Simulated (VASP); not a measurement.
Crystal: TlI2.

```xyz
3
Lattice="0.0000 3.8223 3.8223 3.8223 0.0000 3.8223 3.8223 3.8223 0.0000" Properties=species:S:1:pos:R:3 pbc="T T T"
Tl    0.0000    0.0000    0.0000
I     1.9111    1.9111    1.9111
I     5.7334    5.7334    5.7334
```

- Program: VASP 6.6.1
- Task: relaxation of cell and atoms
- Functional: PBE
- Potentials or basis: VASP PAW PBE potentials, release 64 (Tl_d, I)
- Cutoff: 600 eV
- k mesh: 4 × 4 × 4
- Occupations: gaussian, width 0.1 eV
- Spin: no spin polarisation

At the start: pressure 4.1 GPa; volume 37.23 Å³/atom.

Where does the relaxation end?

Over 4 steps the energy falls by 81.8 meV/atom and the volume is 45.36 Å³/atom (+21.8 %); space group Fm-3m (No. 225, to 0.1 Å) before and after.

The path:
```
step  energy change (eV)  largest force (eV/Å)  pressure (GPa)  volume (Å³)
   1              0.0000                0.0000            4.09       111.69
   2             -0.2260                0.0000            0.85       127.76
   3             -0.2396                0.0000           -0.38       140.31
   4             -0.2453                0.0000           -0.05       136.07
```

Final structure:
```
Tl I
1.0
     0.00000    4.08235    4.08235
     4.08235    0.00000    4.08235
     4.08235    4.08235    0.00000
Tl I
1 2
Direct
  0.00000 0.00000 0.00000
  0.25000 0.25000 0.25000
  0.75000 0.75000 0.75000
```

Caveat: the volume moved by over 15 % at a fixed basis, so the end points are rough; an odd number of electrons without spin polarisation forces a metal; a magnetic or distorted state may lie lower.
